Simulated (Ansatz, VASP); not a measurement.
## One calculation of BP, two programs

Contents of INCAR:

```
  PREC = Accurate
  ENCUT = 520
  EDIFF = 1E-7
  ISMEAR = 0
  SIGMA = 0.01
  LREAL = F
  LASPH = T
  NELM = 100
  ALGO = Normal
  ISIF = 2
  LWAVE = F
  LCHARG = T
  GGA = PS
  LELF = T
  LVHAR = T
  NBANDS = 11
```

KPOINTS

```
Automatic mesh
0
Gamma
  6 6 6
```

The input POSCAR:

```
BP
1.0
    0.0000000000      2.2683156840      2.2683156840
    2.2683156840      0.0000000000      2.2683156840
    2.2683156840      2.2683156840      0.0000000000
B P
1 1
Direct
    0.0000000000      0.0000000000      0.0000000000
    0.2500000000      0.2500000000      0.2500000000
```

Input for Ansatz:

```yaml
crystal:
  lattice:
    - [0.0, 2.268315684, 2.268315684]
    - [2.268315684, 0.0, 2.268315684]
    - [2.268315684, 2.268315684, 0.0]
  atoms:
    - { symbol: B, position: [0.0, 0.0, 0.0] }
    - { symbol: P, position: [0.25, 0.25, 0.25] }
kpoints:
  mp_grid: { grid: [6, 6, 6] }
hamiltonian:
  xc: pbesol
scf:
  occupations: { method: fixed }
  n_extra_bands: 4
output:
  forces: true
  stress: true
  eigenvalues: true
  write_density: true
  write_potential: true
  elf: true
  volumetric_format: npy
```

Alike in both runs: task single point; functional PBEsol; k mesh 6 × 6 × 6; no spin polarisation.

```csv
,VASP,Ansatz
version,VASP 6.6.1,Ansatz 0.2.0
potentials or method,"VASP PAW PBE potentials, release 64 (B, P)","plane waves, PAW"
plane-wave cutoff (eV),520,420
occupations,"gaussian, width 0.01 eV",fixed
valence electrons in the cell,8,8
```

Ansatz gave:

```
gap on the k mesh at the Fermi level (eV) : 1.22
pressure (GPa)                            : -1.7
```

Q: Which values does VASP return?

A: gap on the k mesh at the Fermi level (eV): 1.22; pressure (GPa): -1.6.

VASP's potentials were made for PBE, not for PBEsol.
